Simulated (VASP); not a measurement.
## Ca: single point with r2SCAN

Crystal: Ca.

```
Ca
1.0
     0.00000    2.79420    2.79420
     2.51478    0.00000    2.79420
     2.51478    2.79420    0.00000
Ca
1
Direct
  0.00000 0.00000 0.00000
```

This cell differs from its parent crystal: strain -0.1000 x Voigt [1, 0, 0, 0, 0, 0].

```
Program             : VASP 6.6.1
Task                : single point
Functional          : r2SCAN
Potentials or basis : VASP PAW PBE potentials, release 64 (Ca_sv)
Cutoff              : 520 eV
k mesh              : 14 × 14 × 14
Occupations         : gaussian, width 0.15 eV
Spin                : no spin polarisation
```

| Item | Value |
| --- | --- |
| Pressure | 2.0 GPa |
| Band gap on the k mesh | zero (bands 5 and 6 overlap by 0.40 eV) |

Stress tensor (GPa, compression positive):
```
2.27 0.00 0.00
0.00 1.87 0.00
0.00 0.00 1.87
```

Levels at points of the mesh, in eV from the Fermi level:
```
           k point  band 3  band 4  band 5  band 6  band 7  band 8
(0.00, 0.00, 0.00)  -23.63  -23.62   -4.42    2.68    2.68    3.16
(0.50, 0.00, 0.00)  -23.67  -23.63   -0.97   -0.20    2.31    3.00
(0.50, 0.50, 0.00)  -23.69  -23.67   -0.59    0.71    0.87    4.70
(0.00, 0.50, 0.50)  -23.72  -23.72   -0.31    0.49    1.97    4.78
```

Run time: 7 min on 1 thread of Intel(R) Xeon(R) Platinum 8259CL CPU @ 2.50GHz (Skylake/Cascade Lake), on a shared host, peak memory 0.24 GiB.

Caveat: the cell differs from its parent crystal (strain -0.1000 x Voigt [1, 0, 0, 0, 0, 0]); the PAW data sets were made with another functional, which shifts forces and pressure a little.
